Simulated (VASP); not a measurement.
Set up this calculation in VASP 6.6.1, as the native input.

| Property | Result |
| --- | --- |
| Task | single point |
| Functional | r2SCAN |
| Potentials or basis | VASP PAW PBE potentials, release 64 (Sn_d, O) |
| Cutoff | 520 eV |
| k mesh | 4 × 2 × 4 |
| Occupations | gaussian, width 0.01 eV |
| Spin | no spin polarisation |
| Dipole correction | no |
| Further INCAR settings | ALGO = Normal; EDIFF = 1e-06; NBANDS = 28 |

The system is SnO.

```
Sn O
1.0
     3.30311    0.00000    0.00000
     0.00000    5.75771    0.00000
     0.00000    0.00000    4.00081
Sn O
2 2
Direct
  0.00000 0.22944 0.51726
  0.50000 0.77056 0.01726
  0.00000 0.89353 0.73274
  0.50000 0.10647 0.23274
```

One way to write it, as run:

POSCAR

```
SnO
1.0
    3.3031148417      0.0000000000      0.0000000000
    0.0000000000      5.7577050573      0.0000000000
    0.0000000000      0.0000000000      4.0008070726
Sn O
2 2
Direct
    0.0000000000      0.2294420242      0.5172649377
    0.5000000000      0.7705579758      0.0172649377
    0.0000000000      0.8935339404      0.7327360623
    0.5000000000      0.1064660596      0.2327360623
```

INCAR.step1

```
SYSTEM = SnO
ALGO = Normal ; EDIFF = 1E-4
ENCUT = 520 ; GGA = PE
ISMEAR = 0 ; LASPH = .TRUE.
LCHARG = .FALSE. ; LREAL = .FALSE.
LWAVE = .TRUE. ; NBANDS = 28
NELM = 60 ; PREC = Accurate
SIGMA = 0.01
```

INCAR.step2

```
SYSTEM = SnO
ALGO = Normal ; EDIFF = 1E-6
ENCUT = 520 ; ISIF = 2
ISMEAR = 0 ; ISTART = 1
LASPH = .TRUE. ; LCHARG = .FALSE.
LMIXTAU = .TRUE. ; LREAL = .FALSE.
LWAVE = .FALSE. ; METAGGA = R2SCAN
NBANDS = 28 ; NELM = 60
PREC = Accurate ; SIGMA = 0.01
```

KPOINTS

```
k-points
0
G
  4 2 4
  0 0 0
```

Potentials or basis: VASP PAW PBE potentials, release 64 (Sn_d, O).

The run is started by

```bash
$ cat potpaw_PBE.64/Sn_d/POTCAR potpaw_PBE.64/O/POTCAR > POTCAR
$ cp INCAR.step1 INCAR
$ mpirun -np 1 vasp_std > vasp.out
$ cp INCAR.step2 INCAR
$ mpirun -np 1 vasp_std > vasp.out
```

It gave:

- Pressure: 1.4 GPa
- Largest force: 0.132 eV/Å
- Band gap on the k mesh: 2.23 eV, indirect (least direct gap 3.03 eV)

Caveat: the k points lie up to 0.55 Å⁻¹ apart; the PAW data sets were made with another functional, which shifts forces and pressure a little; spin-orbit coupling is left out, which moves the levels of the heavy elements.

Run time: 100 s on 1 thread of Intel(R) Xeon(R) Platinum 8375C CPU @ 2.90GHz (Ice Lake) (shared host), peak memory 0.21 GiB.
